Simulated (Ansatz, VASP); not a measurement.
# SiO2 in VASP and in Ansatz

```
Si O
1.0
     0.00000    2.30945    2.30945
     2.30945    0.00000    2.30945
     2.30945    2.30945    0.00000
Si O
1 2
Direct
  0.00000 0.00000 0.00000
  0.25000 0.25000 0.25000
  0.75000 0.75000 0.75000
```

Change from the starting cell: hydrostatic strain +2.0%.

Alike in both runs: task single point; functional r2SCAN; k mesh 10 × 10 × 10; no spin polarisation.

```csv
,VASP,Ansatz
version,VASP 6.6.1,Ansatz 0.2.0
potentials or method,"VASP PAW PBE potentials, release 64 (Si, O)","plane waves, PAW"
plane-wave cutoff (eV),520,500
occupations,"gaussian, width 0.01 eV",fixed
valence electrons in the cell,16,16
```

```csv
,VASP,Ansatz,Ansatz less VASP
gap on the k mesh at the Fermi level (eV),2.08,2.09,+0.012
pressure (GPa),-15.5,-16.0,-0.46
```

VASP's potentials were made for PBE, not for r2SCAN.
